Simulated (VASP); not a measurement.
# ZnS in VASP: further runs

The runs below take ZnS through single point, with PBE.

Everything below comes from runs of VASP 6.6.1. Logs are shortened: lines on timing, memory, paths and dates and some standing lists are left out, and cuts for length are marked.

## 1. The cell of the first run

The typed cell holds 8 atoms: a = 3.845 Å, b = 3.845 Å, c = 12.805 Å, α = 81.36°, β = 81.36°, γ = 60.00°.

## 2. Single point, PBE

Contents of INCAR:

```
SYSTEM = ZnS
PREC = Accurate ; ENCUT = 520
EDIFF = 1E-7 ; ISMEAR = 0
SIGMA = 0.05 ; LREAL = .False.
LASPH = .True. ; NELM = 60
ALGO = Normal ; ISIF = 2
LWAVE = .False. ; LCHARG = .False.
GGA = PE ; NBANDS = 46
```

Contents of KPOINTS:

```
Automatic mesh
0
Gamma
  8 8 2
  0 0 0
```

Contents of POSCAR:

```
ZnS
1.0
   -3.8454929872      0.0000000000      0.0000000000
   -1.9227464936     -3.3302946170      0.0000000000
   -1.9225542190     -1.1099871958     12.6106666151
Zn S
4 4
Direct
    0.1145685803      0.1145685803      0.6563598951
    0.2812185803      0.2812185803      0.1563598951
    0.3645769136      0.3645769136      0.9063598951
    0.5312269136      0.5312269136      0.4063598951
    0.0521480864      0.0521480864      0.8436401049
    0.2187980864      0.2187980864      0.3436401049
    0.6354564197      0.6354564197      0.0936401049
    0.4688064197      0.4688064197      0.5936401049
```

Potentials or basis: VASP PAW PBE potentials, release 64 (Zn, S).

On the command line:

```bash
$ cat potpaw_PBE.64/Zn/POTCAR potpaw_PBE.64/S/POTCAR > POTCAR
$ mpirun -np 1 vasp_std > vasp.out
```

OUTCAR:

```text
SYSTEM = ZnS
   PREC = Accurate
   ENCUT = 520
   EDIFF = 1E-7
   ISMEAR = 0
   LREAL = .False.
   LASPH = .True.
   NELM = 60
   ISIF = 2
   GGA = PE

 ion  position               nearest neighbor table
   1  0.115  0.115  0.656-   8 2.36   8 2.36   8 2.36   5 2.36
   2  0.281  0.281  0.156-   7 2.36   7 2.36   7 2.36   6 2.36
   3  0.365  0.365  0.906-   5 2.36   5 2.36   5 2.36
   4  0.531  0.531  0.406-   6 2.36   6 2.36   6 2.36   8 2.36
   5  0.052  0.052  0.844-   3 2.36   3 2.36   3 2.36   1 2.36
   6  0.219  0.219  0.344-   4 2.36   4 2.36   4 2.36   2 2.36
   7  0.635  0.635  0.094-   2 2.36   2 2.36   2 2.36
   8  0.469  0.469  0.594-   1 2.36   1 2.36   1 2.36   4 2.36

  LATTYP: Found a base centered monoclinic cell.
 ALAT       =     6.6605892340
 B/A-ratio  =     0.5773502692
 C/A-ratio  =     1.9224391130
 COS(beta)  =    -0.1733735013

  Lattice vectors:

 A1 = (   3.8454929872,   0.0000000000,   0.0000000000)
 A2 = (   1.9227464936,   3.3302946170,   0.0000000000)
 A3 = (  -1.9225542190,  -1.1099871958,  12.6106666151)

Analysis of symmetry for initial positions (statically):
=====================================================================
 Subroutine PRICEL returns:
 Original cell was already a primitive cell.

 Routine SETGRP: Setting up the symmetry group for a
 base centered monoclinic supercell.

 Subroutine GETGRP returns: Found  2 space group operations
 (whereof  2 operations were pure point group operations)
 out of a pool of  4 trial point group operations.

The static configuration has the point symmetry C_1h.

Analysis of symmetry for dynamics (positions and initial velocities):
=====================================================================
 Subroutine PRICEL returns:
 Original cell was already a primitive cell.

 Routine SETGRP: Setting up the symmetry group for a
 base centered monoclinic supercell.

 Subroutine GETGRP returns: Found  2 space group operations
 (whereof  2 operations were pure point group operations)
 out of a pool of  4 trial point group operations.

The dynamic configuration has the point symmetry C_1h.

 Subroutine INISYM returns: Found  2 space group operations
 (whereof  2 operations are pure point group operations),
 and found     1 'primitive' translations

----------------------------------------------------------------------------------------

                                     Primitive cell

  volume of cell :     161.5001

  direct lattice vectors                    reciprocal lattice vectors
    -3.845492987  0.000000000  0.000000000    -0.260044682  0.150136867 -0.026430006
    -1.922746494 -3.330294617  0.000000000     0.000000000 -0.300273734 -0.026430006
    -1.922554219 -1.109987196 12.610666615     0.000000000  0.000000000  0.079297949

  length of vectors
     3.845492987  3.845492987 12.804577259     0.301434670  0.301434670  0.079297949

  position of ions in fractional coordinates (direct lattice)
     0.114568580  0.114568580  0.656359895
     0.281218580  0.281218580  0.156359895
     0.364576914  0.364576914  0.906359895
     0.531226914  0.531226914  0.406359895
     0.052148086  0.052148086  0.843640105
     0.218798086  0.218798086  0.343640105
     0.635456420  0.635456420  0.093640105
     0.468806420  0.468806420  0.593640105

  ion indices of the primitive-cell ions
   primitive index   ion index
                 1           1
                 2           2
                 3           3
                 4           4
                 5           5
                 6           6
                 7           7
                 8           8

----------------------------------------------------------------------------------------

 KPOINTS: Automatic mesh

Automatic generation of k-mesh.
[... 21 lines left out ...]
|           W WW W  AAAAAA  RRRRR   N  N N  II  N  N N  G  GGG   !            |
|           WW  WW  A    A  R   R   N   NN  II  N   NN  G    G                |
|           W    W  A    A  R    R  N    N  II  N    N   GGGG   !!!           |
|                                                                             |
|     Your reciprocal lattice and k-lattice belong to different lattice       |
|     classes:                                                                |
|                                                                             |
|        The reciprocal lattice is rhombohedral (trigonal),                   |
|        whereas your k-lattice is base-centered monoclinic.                  |
|                                                                             |
|     Results are often still useful ...                                      |
|                                                                             |
 -----------------------------------------------------------------------------

 WARNING: IBZKPT: internal override: KBLOWUP is changed to .FALSE.
      ... skipping the blow-up phase ...

 Subroutine IBZKPT returns following result:
 ===========================================

 Found     42 irreducible k-points:

 Following reciprocal coordinates:
            Coordinates               Weight
  0.000000  0.000000  0.000000      1.000000
  0.125000  0.000000  0.000000      4.000000
  0.250000  0.000000  0.000000      4.000000
  0.375000 -0.000000  0.000000      4.000000
  0.500000  0.000000  0.000000      2.000000
  0.125000  0.125000  0.000000      2.000000
[... 16 lines left out ...]
  0.125000  0.000000  0.500000      4.000000
  0.250000  0.000000  0.500000      4.000000
 [... further k-points ...]
   k-points           NKPTS =     42   k-points in BZ     NKDIM =     42   number of bands    NBANDS=     46
   number of dos      NEDOS =    301   number of ions     NIONS =      8
   total plane-waves  NPLWV =  86400
   dimension x,y,z NGX =    30 NGY =   30 NGZ =   96
   dimension x,y,z NGXF=    60 NGYF=   60 NGZF=  192
   ions per type =               4   4
   NGX,Y,Z   is equivalent  to a cutoff of  12.97, 12.97, 12.46 a.u.
   NGXF,Y,Z  is equivalent  to a cutoff of  25.94, 25.94, 24.93 a.u.
 SYSTEM =  ZnS
   PREC   = accura    normal or accurate (medium, high low for compatibility)
   ISTART =      0    job   : 0-new  1-cont  2-samecut
   ICHARG =      2    charge: 1-file 2-atom 10-const
   ISPIN  =      1    spin polarized calculation?
   LNONCOLLINEAR =      F non collinear calculations
   LSORBIT =      F    spin-orbit coupling
   LASPH  =      T    aspherical Exc in radial PAW
   ENCUT  =  520.0 eV  38.22 Ry    6.18 a.u.   7.15  7.15 23.81*2*pi/ulx,y,z
   NELM   =     60;   NELMIN=  2; NELMDL= -5     # of ELM steps
   EDIFF  = 0.1E-06   stopping-criterion for ELM
   LREAL  =      F    real-space projection
   EDIFFG = 0.1E-05   stopping-criterion for IOM
   NSW    =      0    number of steps for IOM
   IBRION =     -1    ionic relax: 0-MD 1-quasi-New 2-CG
   NFREE  =      0    steps in history (QN), initial steepest desc. (CG)
   ISIF   =      2    stress and relaxation
   ISYM   =      2    0-nonsym 1-usesym 2-fastsym
   POTIM  = 0.5000    time-step for ionic-motion
   TEBEG  =    0.0;   TEEND  =   0.0 temperature during run
   PSTRESS=    0.0 pullay stress
   NELECT =      72.0000    total number of electrons
   NUPDOWN=      -1.0000    fix difference up-down
   EMIN   =  10.00;   EMAX   =-10.00  energy-range for DOS
   EFERMI =   0.00;   METHOD = LEGACY
   ISMEAR =     0;   SIGMA  =   0.05  broadening in eV -4-tet -1-fermi 0-gaus
   EFERMI_NEDOS =   21; number of points for ismear=-14 and -15
   IALGO  =     38    algorithm
   IMIX   =      4    mixing-type and parameters
     AMIX     =   0.40;   BMIX     =  1.00
     AMIX_MAG =   1.60;   BMIX_MAG =  1.00
  volume/ion in A,a.u.               =      20.19       136.23
  Fermi-wavevector in a.u.,A,eV,Ry     =   1.250628  2.363344 21.280464  1.564070
  Thomas-Fermi vector in A             =   2.384613
   LORBIT       =      0    0 simple, 1 ext, 2 COOP (PROOUT), +10 PAW based schemes
   GGA     = PE    functional components
   LHFCALC =     F    Hartree Fock is set to
   AEXX    =    0.0000 exact exchange contribution
   IVDW    =     0    specifies the selected vdW correction
   LEPSILON=     F    determine dielectric tensor
   LRPA    =     F    only Hartree local field effects (RPA)
 non-spin polarized calculation
 Gauss-broadening in eV      SIGMA  =   0.05
  energy-cutoff  :      520.00
  volume of cell :      161.50
 maximum number of plane-waves:      4381
 NGX is ok and might be reduce to    30

 number of electron      72.0000029 magnetization

 Free energy of the ion-electron system (eV)
  ---------------------------------------------------
  ext. energy  EPLUGINS =         0.00000000
  ---------------------------------------------------
  free energy    TOTEN  =       -26.68258285 eV

  energy without entropy =      -26.68258285  energy(sigma->0) =      -26.68258285

 E-fermi :   2.3109     XC(G=0):  -9.5617

 val. band max:        2.0536303308   @ k =   0.0000   0.0000   0.5000
 cond. band min:       3.5254131658   @ k =   0.0000   0.0000   0.0000
 fundamental gap:      1.4717828350
 Fermi energy:         2.3108587655

 k-point     1 :       0.0000    0.0000    0.0000
  band No.  band energies     occupation
      1     -11.2295      2.00000
      2     -10.7810      2.00000
      3     -10.4679      2.00000
      4      -9.9134      2.00000
      5      -4.7358      2.00000
      6      -4.7358      2.00000
[... 1165 lines left out ...]
     45       8.9647      0.00000
     46       9.1459      0.00000

 [... further k-points ...]

------------------------ aborting loop because EDIFF is reached ----------------------------------------

  FORCE on cell =-STRESS in cart. coord.  units (eV):
  Direction    XX          YY          ZZ          XY          YZ          ZX
  --------------------------------------------------------------------------------------
  -------------------------------------------------------------------------------------
  Total       -0.9698666     -0.9693736      0.1091928     -0.0004270     -0.0002352     -0.0004073
  in kB       -9.6216566     -9.6167655      1.0832582     -0.0042359     -0.0023329     -0.0040403
  external PRESSURE =      -6.0517213 kB  Pullay stress =       0.0000000 kB

 VOLUME and BASIS-vectors are now :
 -----------------------------------------------------------------------------
  energy-cutoff  :      520.00
  volume of cell :      161.50
      direct lattice vectors                 reciprocal lattice vectors
    -3.845492987  0.000000000  0.000000000    -0.260044682  0.150136867 -0.026430006
    -1.922746494 -3.330294617  0.000000000     0.000000000 -0.300273734 -0.026430006
    -1.922554219 -1.109987196 12.610666615     0.000000000  0.000000000  0.079297949

 POSITION                                       TOTAL-FORCE (eV/Angst)
 -----------------------------------------------------------------------------------
     -1.92275     -1.11010      8.27714        -0.000513     -0.000296     -0.198155
     -1.92275     -1.11010      1.97180        -0.000442     -0.000255      0.057272
     -3.84549     -2.22020     11.42980        -0.000584     -0.000337     -0.025651
     -3.84549     -2.22020      5.12447        -0.000454     -0.000262     -0.218019
     -1.92275     -1.11010     10.63886         0.000484      0.000279      0.405299
     -1.92275     -1.11010      4.33353         0.000462      0.000267      0.235660
     -3.84549     -2.22020      1.18086         0.000577      0.000333     -0.446201
     -3.84549     -2.22020      7.48620         0.000469      0.000271      0.189795
 -----------------------------------------------------------------------------------
    total drift:                               -0.002982     -0.001721     -0.000946

  FREE ENERGIE OF THE ION-ELECTRON SYSTEM (eV)
  ---------------------------------------------------
  free  energy   TOTEN  =       -26.6825828528 eV

  energy  without entropy=      -26.6825828528  energy(sigma->0) =      -26.68258285
```

It took 3.3 min on 1 thread of Intel Xeon 6975P-C (Granite Rapids), shared host; peak memory 0.41 GiB.

What came out:

```
Free energy            : -26.6826 eV
Pressure               : -0.6 GPa
Largest force          : 0.446 eV/Å
Band gap on the k mesh : 1.47 eV, indirect (the least direct gap lies 3.2 meV higher)
```

Forces in eV/Å, atoms in the order of the input:
```
Zn  -0.001  0.000 -0.198
Zn   0.000  0.000  0.057
Zn  -0.001  0.000 -0.026
Zn   0.000  0.000 -0.218
S    0.000  0.000  0.405
S    0.000  0.000  0.236
S    0.001  0.000 -0.446
S    0.000  0.000  0.190
```

## 3. Single point, PBE

This run uses another cell than the first one, of the same volume but with other edges.

Contents of INCAR:

```
ALGO = Normal
EDIFF = 1E-7
ENCUT = 520
GGA = PE
ISIF = 2
ISMEAR = 0
LASPH = True
LCHARG = False
LREAL = False
LWAVE = False
NBANDS = 46
NELM = 100
PREC = Accurate
SIGMA = 0.05
```

Contents of KPOINTS:

```
k-points
0
Gamma
  8 8 2
```

Contents of POSCAR:

```
ZnS
1.0
   -3.8454929872      0.0000000000      0.0000000000
   -1.9227464936     -3.3302946170      0.0000000000
   -3.8456852619     -2.2203074212     12.6106666151
Zn S
4 4
Direct
   -0.1042618087     -0.1042618087      0.6563598951
    0.2290881913      0.2290881913      0.1563598951
    0.0623965246      0.0623965246      0.9063598951
    0.3957465246      0.3957465246      0.4063598951
   -0.2291215246     -0.2291215246      0.8436401049
    0.1042284754      0.1042284754      0.3436401049
    0.6042368087      0.6042368087      0.0936401049
    0.2708868087      0.2708868087      0.5936401049
```

Potentials or basis: VASP PAW PBE potentials, release 64 (Zn, S).

On the command line:

```bash
$ cat potpaw_PBE.64/Zn/POTCAR potpaw_PBE.64/S/POTCAR > POTCAR
$ mpirun -np 1 vasp_std > vasp.out
```

OUTCAR:

```text
EDIFF = 1E-7
   ENCUT = 520
   GGA = PE
   ISIF = 2
   ISMEAR = 0
   LASPH = True
   LREAL = False
   NELM = 100
   PREC = Accurate

 ion  position               nearest neighbor table
   1  0.896  0.896  0.656-   8 2.36   8 2.36   8 2.36   5 2.36
   2  0.229  0.229  0.156-   7 2.36   7 2.36   7 2.36   6 2.36
   3  0.062  0.062  0.906-   5 2.36   5 2.36   5 2.36
   4  0.396  0.396  0.406-   6 2.36   6 2.36   6 2.36   8 2.36
   5  0.771  0.771  0.844-   3 2.36   3 2.36   3 2.36   1 2.36
   6  0.104  0.104  0.344-   4 2.36   4 2.36   4 2.36   2 2.36
   7  0.604  0.604  0.094-   2 2.36   2 2.36   2 2.36
   8  0.271  0.271  0.594-   1 2.36   1 2.36   1 2.36   4 2.36

  LATTYP: Found a base centered monoclinic cell.
 ALAT       =     6.6605892340
 B/A-ratio  =     0.5773502692
 C/A-ratio  =     1.9224391130
 COS(beta)  =    -0.1733735013

  Lattice vectors:

 A1 = (  -3.8454929872,   0.0000000000,   0.0000000000)
[... 215 lines left out ...]
 cond. band min:       3.3411310943   @ k =   0.0000   0.0000   0.0000
 fundamental gap:      1.1293977435
 Fermi energy:         2.4545275271

 k-point     1 :       0.0000    0.0000    0.0000
  band No.  band energies     occupation
      1     -11.3302      2.00000
      2     -10.7257      2.00000
      3     -10.3835      2.00000
      4      -9.8490      2.00000
      5      -4.9376      2.00000
      6      -4.9376      2.00000
[... 1165 lines left out ...]
     45       8.9157      0.00000
     46       9.3197      0.00000

 [... further k-points ...]

------------------------ aborting loop because EDIFF is reached ----------------------------------------

  FORCE on cell =-STRESS in cart. coord.  units (eV):
  Direction    XX          YY          ZZ          XY          YZ          ZX
  --------------------------------------------------------------------------------------
  -------------------------------------------------------------------------------------
  Total       -1.2805199     -1.2811473      2.5059012      0.0005433     -0.0009185     -0.0015909
  in kB      -12.7035237    -12.7097478     24.8600386      0.0053902     -0.0091122     -0.0157827
  external PRESSURE =      -0.1844110 kB  Pullay stress =       0.0000000 kB

 VOLUME and BASIS-vectors are now :
 -----------------------------------------------------------------------------
  energy-cutoff  :      520.00
  volume of cell :      161.50
      direct lattice vectors                 reciprocal lattice vectors
    -3.845492987  0.000000000  0.000000000    -0.260044682  0.150136867 -0.052867943
    -1.922746494 -3.330294617  0.000000000     0.000000000 -0.300273734 -0.052867943
    -3.845685262 -2.220307421 12.610666615     0.000000000  0.000000000  0.079297949

 POSITION                                       TOTAL-FORCE (eV/Angst)
 -----------------------------------------------------------------------------------
     -7.69099     -4.44039      8.27714        -0.000189     -0.000109     -0.220240
     -1.92275     -1.11010      1.97180        -0.000235     -0.000136      0.139745
     -3.84549     -2.22020     11.42980        -0.000103     -0.000059     -0.093189
     -3.84549     -2.22020      5.12447        -0.000419     -0.000242     -0.221194
     -7.69099     -4.44039     10.63886        -0.000086     -0.000049     -0.185008
     -1.92275     -1.11010      4.33353         0.000510      0.000295      0.250115
     -3.84549     -2.22020      1.18086         0.000286      0.000165      0.153367
     -3.84549     -2.22020      7.48620         0.000236      0.000136      0.176405
 -----------------------------------------------------------------------------------
    total drift:                               -0.001138     -0.000657     -0.002181

  FREE ENERGIE OF THE ION-ELECTRON SYSTEM (eV)
  ---------------------------------------------------
  free  energy   TOTEN  =       -26.3696382015 eV

  energy  without entropy=      -26.3696382015  energy(sigma->0) =      -26.36963820
```

It used 930 s of CPU time on 1 thread of AMD EPYC 7R13 Processor (Zen 3), with other jobs on the host.

Results:

- Free energy: -26.3696 eV
- Pressure: 0.0 GPa
- Largest force: 0.250 eV/Å
- Band gap on the k mesh: 1.13 eV, direct

Forces in eV/Å, atoms in the order of the input:
```
Zn   0.000  0.000 -0.220
Zn   0.000  0.000  0.140
Zn   0.000  0.000 -0.093
Zn   0.000  0.000 -0.221
S    0.000  0.000 -0.185
S    0.001  0.000  0.250
S    0.000  0.000  0.153
S    0.000  0.000  0.176
```

A k mesh can miss the band edges. PBE gaps usually lie below the measured ones, often by a third to a half.
